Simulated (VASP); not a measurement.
# Si2Ni (Fm-3m) in VASP: further runs

Si2Ni is run at these levels: PBEsol; tasks: single point, relaxation of cell and atoms.

Everything below comes from runs of VASP 6.6.1. Logs are shortened: lines on timing, memory, paths and dates and some standing lists are left out, and cuts for length are marked.

## (1) The cell of the first run

The structure is cubic, space group Fm-3m (No. 225). The conventional cell has a = 5.391 Å, b = 5.391 Å, c = 5.391 Å, α = 90.00°, β = 90.00°, γ = 90.00°. Si (site symmetry -43m) has 4 Ni at 2.33 Å and 6 Si at 2.70 Å within 3.1 Å. Ni (site symmetry m-3m) has 8 Si at 2.33 Å within 3.1 Å.

## (2) Single point, PBEsol

The input, INCAR:

```
PREC = Accurate ; ENCUT = 520
EDIFF = 1E-6 ; ISMEAR = -1
SIGMA = 0.1 ; LREAL = False
LASPH = True ; NELM = 80
ALGO = Normal ; ISIF = 2
LWAVE = False ; LCHARG = False
GGA = PS ; NBANDS = 16
```

The input, KPOINTS:

```
Automatic mesh
0
Gamma
  10 10 10
```

The input, POSCAR:

```
Si2Ni
1.0
    0.0000000000      2.6953736890      2.6953736890
    2.6953736890      0.0000000000      2.6953736890
    2.6953736890      2.6953736890      0.0000000000
Si Ni
2 1
Direct
    0.2500000000      0.2500000000      0.2500000000
    0.7500000000      0.7500000000      0.7500000000
    0.0000000000      0.0000000000      0.0000000000
```

Potentials or basis: VASP PAW PBE potentials, release 64 (Si, Ni).

Launch:

```sh
$ cat potpaw_PBE.64/Si/POTCAR potpaw_PBE.64/Ni/POTCAR > POTCAR
$ mpirun -np 1 vasp_std > vasp.out
```

OUTCAR:

```text
PREC = Accurate
   ENCUT = 520
   EDIFF = 1E-6
   ISMEAR = -1
   LREAL = False
   LASPH = True
   NELM = 80
   ISIF = 2
   GGA = PS

 ion  position               nearest neighbor table
   1  0.250  0.250  0.250-   3 2.33   3 2.33   3 2.33   3 2.33   2 2.70   2 2.70   2 2.70   2 2.70
                             2 2.70   2 2.70
   2  0.750  0.750  0.750-   3 2.33   3 2.33   3 2.33   3 2.33   1 2.70   1 2.70   1 2.70   1 2.70
                             1 2.70   1 2.70
   3  0.000  0.000  0.000-   2 2.33   2 2.33   2 2.33   1 2.33   2 2.33   1 2.33   1 2.33   1 2.33

  LATTYP: Found a face centered cubic cell.
 ALAT       =     5.3907473780

  Lattice vectors:

 A1 = (   0.0000000000,   2.6953736890,   2.6953736890)
 A2 = (   2.6953736890,   0.0000000000,   2.6953736890)
 A3 = (   2.6953736890,   2.6953736890,   0.0000000000)

Analysis of symmetry for initial positions (statically):
=====================================================================
 Subroutine PRICEL returns:
 Original cell was already a primitive cell.

 Routine SETGRP: Setting up the symmetry group for a
 face centered cubic supercell.

 Subroutine GETGRP returns: Found 48 space group operations
 (whereof 48 operations were pure point group operations)
 out of a pool of 48 trial point group operations.

The static configuration has the point symmetry O_h .

Analysis of symmetry for dynamics (positions and initial velocities):
=====================================================================
 Subroutine PRICEL returns:
 Original cell was already a primitive cell.

 Routine SETGRP: Setting up the symmetry group for a
 face centered cubic supercell.

 Subroutine GETGRP returns: Found 48 space group operations
 (whereof 48 operations were pure point group operations)
 out of a pool of 48 trial point group operations.

The dynamic configuration has the point symmetry O_h .

 Subroutine INISYM returns: Found 48 space group operations
 (whereof 48 operations are pure point group operations),
 and found     1 'primitive' translations

----------------------------------------------------------------------------------------

                                     Primitive cell

  volume of cell :      39.1640

  direct lattice vectors                    reciprocal lattice vectors
     0.000000000  2.695373689  2.695373689    -0.185503035  0.185503035  0.185503035
     2.695373689  0.000000000  2.695373689     0.185503035 -0.185503035  0.185503035
     2.695373689  2.695373689  0.000000000     0.185503035  0.185503035 -0.185503035

  length of vectors
     3.811834027  3.811834027  3.811834027     0.321300682  0.321300682  0.321300682

  position of ions in fractional coordinates (direct lattice)
     0.250000000  0.250000000  0.250000000
     0.750000000  0.750000000  0.750000000
     0.000000000  0.000000000  0.000000000

  ion indices of the primitive-cell ions
   primitive index   ion index
                 1           1
                 2           2
                 3           3

----------------------------------------------------------------------------------------

 KPOINTS: Automatic mesh

Automatic generation of k-mesh.
 Grid dimensions read from file:
 generate k-points for:   10   10   10

 Generating k-lattice:

  Cartesian coordinates                     Fractional coordinates (reciprocal lattice)
    -0.018550304  0.018550304  0.018550304     0.100000000  0.000000000  0.000000000
     0.018550304 -0.018550304  0.018550304     0.000000000  0.100000000  0.000000000
     0.018550304  0.018550304 -0.018550304     0.000000000  0.000000000  0.100000000

  Length of vectors
     0.032130068  0.032130068  0.032130068

  Shift w.r.t. Gamma in fractional coordinates (k-lattice)
     0.000000000  0.000000000  0.000000000

 Subroutine IBZKPT returns following result:
 ===========================================

 Found     47 irreducible k-points:

 Following reciprocal coordinates:
            Coordinates               Weight
  0.000000  0.000000  0.000000      1.000000
  0.100000  0.000000  0.000000      8.000000
  0.200000  0.000000  0.000000      8.000000
  0.300000  0.000000  0.000000      8.000000
  0.400000  0.000000  0.000000      8.000000
  0.500000  0.000000  0.000000      4.000000
[... 16 lines left out ...]
  0.300000  0.300000  0.000000      6.000000
  0.400000  0.300000  0.000000     24.000000
 [... further k-points ...]
   k-points           NKPTS =     47   k-points in BZ     NKDIM =     47   number of bands    NBANDS=     16
   number of dos      NEDOS =    301   number of ions     NIONS =      3
   total plane-waves  NPLWV =  21952
   dimension x,y,z NGX =    28 NGY =   28 NGZ =   28
   dimension x,y,z NGXF=    56 NGYF=   56 NGZF=   56
   ions per type =               2   1
   NGX,Y,Z   is equivalent  to a cutoff of  12.21, 12.21, 12.21 a.u.
   NGXF,Y,Z  is equivalent  to a cutoff of  24.42, 24.42, 24.42 a.u.
 SYSTEM =  unknown system
   PREC   = accura    normal or accurate (medium, high low for compatibility)
   ISTART =      0    job   : 0-new  1-cont  2-samecut
   ICHARG =      2    charge: 1-file 2-atom 10-const
   ISPIN  =      1    spin polarized calculation?
   LNONCOLLINEAR =      F non collinear calculations
   LSORBIT =      F    spin-orbit coupling
   LASPH  =      T    aspherical Exc in radial PAW
   ENCUT  =  520.0 eV  38.22 Ry    6.18 a.u.   7.09  7.09  7.09*2*pi/ulx,y,z
   NELM   =     80;   NELMIN=  2; NELMDL= -5     # of ELM steps
   EDIFF  = 0.1E-05   stopping-criterion for ELM
   LREAL  =      F    real-space projection
   EDIFFG = 0.1E-04   stopping-criterion for IOM
   NSW    =      0    number of steps for IOM
   IBRION =     -1    ionic relax: 0-MD 1-quasi-New 2-CG
   NFREE  =      0    steps in history (QN), initial steepest desc. (CG)
   ISIF   =      2    stress and relaxation
   ISYM   =      2    0-nonsym 1-usesym 2-fastsym
   POTIM  = 0.5000    time-step for ionic-motion
   TEBEG  =    0.0;   TEEND  =   0.0 temperature during run
   PSTRESS=    0.0 pullay stress
   NELECT =      18.0000    total number of electrons
   NUPDOWN=      -1.0000    fix difference up-down
   EMIN   =  10.00;   EMAX   =-10.00  energy-range for DOS
   EFERMI =   0.00;   METHOD = LEGACY
   ISMEAR =    -1;   SIGMA  =   0.10  broadening in eV -4-tet -1-fermi 0-gaus
   EFERMI_NEDOS =   21; number of points for ismear=-14 and -15
   IALGO  =     38    algorithm
   IMIX   =      4    mixing-type and parameters
     AMIX     =   0.40;   BMIX     =  1.00
     AMIX_MAG =   1.60;   BMIX_MAG =  1.00
  volume/ion in A,a.u.               =      13.05        88.10
  Fermi-wavevector in a.u.,A,eV,Ry     =   1.263388  2.387457 21.716922  1.596149
  Thomas-Fermi vector in A             =   2.396747
   LORBIT       =      0    0 simple, 1 ext, 2 COOP (PROOUT), +10 PAW based schemes
   GGA     = PS    functional components
   LHFCALC =     F    Hartree Fock is set to
   AEXX    =    0.0000 exact exchange contribution
   IVDW    =     0    specifies the selected vdW correction
   LEPSILON=     F    determine dielectric tensor
   LRPA    =     F    only Hartree local field effects (RPA)
 non-spin polarized calculation
  energy-cutoff  :      520.00
  volume of cell :       39.16
 maximum number of plane-waves:      1073
   NGX = 15   NGY = 15   NGZ = 15

 number of electron      17.9999995 magnetization

 Free energy of the ion-electron system (eV)
  ---------------------------------------------------
  ext. energy  EPLUGINS =         0.00000000
  ---------------------------------------------------
  free energy    TOTEN  =       -18.99706515 eV

  energy without entropy =      -18.96835273  energy(sigma->0) =      -18.98270894

 E-fermi :  10.4737     XC(G=0): -11.7375

 val. band max:       10.4732557237   @ k =   0.3000   0.2000   0.0000
 cond. band min:      10.5057289215   @ k =  -0.4000   0.5000   0.1000
 fundamental gap:      0.0324731979
 Fermi energy:        10.4737412346

 k-point     1 :       0.0000    0.0000    0.0000
  band No.  band energies     occupation
      1      -3.4469      2.00000
      2       5.2114      2.00000
      3       5.2114      2.00000
      4       5.2114      2.00000
      5       6.9139      2.00000
      6       6.9139      2.00000
[... 8 lines left out ...]
     15      15.2153      0.00000
     16      15.2153      0.00000

 k-point     2 :       0.1000    0.0000    0.0000
  band No.  band energies     occupation
      1      -3.2975      2.00000
      2       4.9187      2.00000
      3       5.2585      2.00000
      4       5.2585      2.00000
      5       6.8864      2.00000
      6       6.8864      2.00000
[... 8 lines left out ...]
     15      14.7369      0.00000
     16      14.9606      0.00000

 k-point     3 :       0.2000    0.0000    0.0000
  band No.  band energies     occupation
      1      -2.8531      2.00000
      2       4.1061      2.00000
      3       5.3811      2.00000
      4       5.3811      2.00000
      5       6.8385      2.00000
      6       6.8385      2.00000
[... 8 lines left out ...]
     15      15.2462      0.00000
     16      15.9208      0.00000

 k-point     4 :       0.3000    0.0000    0.0000
  band No.  band energies     occupation
      1      -2.1259      2.00000
      2       2.9049      2.00000
      3       5.5209      2.00000
      4       5.5209      2.00000
      5       6.8562      2.00000
      6       6.8562      2.00000
[... 8 lines left out ...]
     15      16.6940      0.00000
     16      17.4122      0.00000
[... 324 lines left out ...]
 k-point    22 :      -0.2000    0.2000    0.0000
  band No.  band energies     occupation
      1      -1.8845      2.00000
      2       3.1449      2.00000
      3       4.8670      2.00000
      4       5.8190      2.00000
      5       6.4627      2.00000
      6       7.0633      2.00000
[... 8 lines left out ...]
     15      16.6871      0.00000
     16      19.4305      0.00000

 k-point    23 :       0.3000    0.3000    0.0000
  band No.  band energies     occupation
      1      -1.6904      2.00000
      2       3.7065      2.00000
      3       5.3122      2.00000
      4       5.4594      2.00000
      5       5.4594      2.00000
      6       7.1788      2.00000
[... 8 lines left out ...]
     15      17.9017      0.00000
     16      19.6895      0.00000

 k-point    24 :       0.4000    0.3000    0.0000
  band No.  band energies     occupation
      1      -0.9923      2.00000
      2       3.1998      2.00000
      3       4.5525      2.00000
      4       5.5560      2.00000
      5       5.5949      2.00000
      6       7.1024      2.00000
[... 8 lines left out ...]
     15      19.4243      0.00000
     16      21.1489      0.00000

 [... further k-points ...]

------------------------ aborting loop because EDIFF is reached ----------------------------------------

  FORCE on cell =-STRESS in cart. coord.  units (eV):
  Direction    XX          YY          ZZ          XY          YZ          ZX
  --------------------------------------------------------------------------------------
  -------------------------------------------------------------------------------------
  Total        0.0102467      0.0102467      0.0102467     -0.0000000     -0.0000000     -0.0000000
  in kB        0.4191850      0.4191850      0.4191850     -0.0000000     -0.0000000     -0.0000000
  external PRESSURE =       0.4191850 kB  Pullay stress =       0.0000000 kB

 VOLUME and BASIS-vectors are now :
 -----------------------------------------------------------------------------
  energy-cutoff  :      520.00
  volume of cell :       39.16
      direct lattice vectors                 reciprocal lattice vectors
     0.000000000  2.695373689  2.695373689    -0.185503035  0.185503035  0.185503035
     2.695373689  0.000000000  2.695373689     0.185503035 -0.185503035  0.185503035
     2.695373689  2.695373689  0.000000000     0.185503035  0.185503035 -0.185503035

 POSITION                                       TOTAL-FORCE (eV/Angst)
 -----------------------------------------------------------------------------------
      1.34769      1.34769      1.34769         0.000000      0.000000     -0.000000
      4.04306      4.04306      4.04306        -0.000000     -0.000000     -0.000000
      0.00000      0.00000      0.00000         0.000000     -0.000000      0.000000
 -----------------------------------------------------------------------------------
    total drift:                               -0.000000     -0.000000      0.000000

  FREE ENERGIE OF THE ION-ELECTRON SYSTEM (eV)
  ---------------------------------------------------
  free  energy   TOTEN  =       -18.9970651472 eV

  energy  without entropy=      -18.9683527342  energy(sigma->0) =      -18.98270894
```

It took 16 s on 1 thread of Intel Xeon Platinum 8559C (Emerald Rapids), shared host; peak memory 0.17 GiB.

What came out:

* Free energy: -18.9971 eV
* Pressure: 0.0 GPa
* Band gap on the k mesh: zero (bands 9 and 10 overlap by 2.14 eV)

Caveat: the PAW data sets were made with another functional, which shifts forces and pressure a little.

(Part 1 of 2 ends here.)

The gap in the log of VASP goes by the Fermi energy; the results here count the filled bands.